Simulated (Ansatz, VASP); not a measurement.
AlGaN2: VASP beside Ansatz

```
Al Ga N
1.0
     3.11529    0.00000    0.00000
     0.00000    3.11529    0.00000
     0.00000    0.00000    4.29664
Al Ga N
1 1 2
Cartesian
  1.5576 1.5576 2.1483
  0.0000 0.0000 0.0000
  1.5576 0.0000 3.1781
  0.0000 1.5576 1.1186
```

Change from the starting cell: strain along c alone, the other axes held, atoms relaxed: -2.0 %.

Alike in both runs: functional LDA; k mesh 8 × 8 × 6; occupations gaussian, width 0.02 eV; no spin polarisation.

Ansatz relaxed the structure, and its values are those at the end. VASP's run is a single point on that final structure, the one shown.

```csv
,VASP,Ansatz
version,VASP 6.6.1,Ansatz 0.2.0
potentials or method,"VASP PAW LDA potentials, release 64 (Al, Ga_d, N), cutoff 520 eV","scalar-relativistic, plane waves, PAW"
valence electrons in the cell,26,26
```

Ansatz gave:

| Item | Value |
| --- | --- |
| gap on the k mesh at the Fermi level (eV) | 3.23 |
| least direct gap on the mesh (eV) | 3.23 |
| pressure (GPa) | 4.3 |
| rms of the force components (eV/Å) | 0.000 |

Q: Estimate VASP's values.

A: gap on the k mesh at the Fermi level (eV): 3.24; least direct gap on the mesh (eV): 3.24; pressure (GPa): 5.2; rms of the force components (eV/Å): 0.012.

LDA's correlation is that of Perdew and Zunger in VASP and of Perdew and Wang (1992) in Ansatz. Ansatz's warnings: stress scf threshold loose.
